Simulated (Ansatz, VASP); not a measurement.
GePt in VASP and in Ansatz

The input POSCAR:

```
GePt
1.0
    5.7560126200      0.0000000000      0.0000000000
    0.0000000000      3.7300318100      0.0000000000
    0.0000000000      0.0000000000      6.1115638700
Ge Pt
4 4
Direct
    0.8139321600      0.7500000000      0.5880128600
    0.1860678400      0.2500000000      0.4119871400
    0.3139321600      0.7500000000      0.9119871400
    0.6860678400      0.2500000000      0.0880128600
    0.0018518400      0.7500000000      0.1927088600
    0.9981481600      0.2500000000      0.8072911400
    0.5018518400      0.7500000000      0.3072911400
    0.4981481600      0.2500000000      0.6927088600
```

The input INCAR.step1:

```
PREC = Accurate
ENCUT = 520
ISMEAR = 0
SIGMA = 0.1
LREAL = F
LASPH = T
NELM = 100
NBANDS = 58
GGA = PE
ALGO = Normal
EDIFF = 1E-4
LWAVE = T
LCHARG = F
```

INCAR.step2

```
PREC = Accurate
ENCUT = 520
EDIFF = 1E-7
ISMEAR = 0
SIGMA = 0.1
LREAL = F
LASPH = T
NELM = 100
ALGO = Normal
ISIF = 2
LWAVE = F
LCHARG = F
METAGGA = R2SCAN
LMIXTAU = T
LUSE_VDW = T
IVDW_NL = 2
BPARAM = 11.95
CPARAM = 0.0093
NBANDS = 58
ISTART = 1
```

File KPOINTS:

```
Automatic mesh
0
Gamma
  4 6 4
```

Input for Ansatz:

```yaml
crystal:
  lattice:
    - [5.75601262, 0.0, 0.0]
    - [0.0, 3.73003181, 0.0]
    - [0.0, 0.0, 6.11156387]
  atoms:
    - { symbol: Ge, position: [0.81393216, 0.75, 0.58801286] }
    - { symbol: Ge, position: [0.18606784, 0.25, 0.41198714] }
    - { symbol: Ge, position: [0.31393216, 0.75, 0.91198714] }
    - { symbol: Ge, position: [0.68606784, 0.25, 0.08801286] }
    - { symbol: Pt, position: [0.00185184, 0.75, 0.19270886] }
    - { symbol: Pt, position: [0.99814816, 0.25, 0.80729114] }
    - { symbol: Pt, position: [0.50185184, 0.75, 0.30729114] }
    - { symbol: Pt, position: [0.49814816, 0.25, 0.69270886] }
basis:
  ecutwfc: 500
kpoints:
  mp_grid: { grid: [4, 6, 4] }
hamiltonian:
  xc: r2scan
  dispersion: rvv10
  pseudopotentials: { kind: paw, azcp: { folder: soft_1 } }
scf:
  occupations: { method: gaussian, width: 0.1 }
output:
  forces: true
  stress: true
  eigenvalues: true
```

Alike in both runs: task single point; functional r2SCAN; dispersion rVV10; k mesh 4 × 6 × 4; occupations gaussian, width 0.1 eV; no spin polarisation.

|  | VASP | Ansatz |
| --- | --- | --- |
| version | VASP 6.6.1 | Ansatz 0.2.0 |
| potentials or method | VASP PAW PBE potentials, release 64 (Ge_d, Pt), cutoff 520 eV | scalar-relativistic, plane waves, PAW |
| valence electrons in the cell | 96 | 128 |

|  | VASP | Ansatz | Ansatz less VASP |
| --- | --- | --- | --- |
| gap on the k mesh at the Fermi level (eV) | none | none | - |
| pressure (GPa) | -1.4 | -1.9 | -0.57 |
| traceless stress, the component that is largest in VASP (GPa) | -0.73 | -0.71 | +0.019 |
| rms of the force components (eV/Å) | 0.019 | 0.018 | -0.0009 |

VASP's potentials were made for PBE, not for r2SCAN. Atom by atom the forces differ by 0.008 eV/Å (rms over components). A gap of «none» marks a metal or a gap that the smearing closes. VASP's potentials hold 96 valence electrons a cell and Ansatz's 128, so a difference there can come from the potentials and not from the codes.

Neither program's run includes spin-orbit coupling.
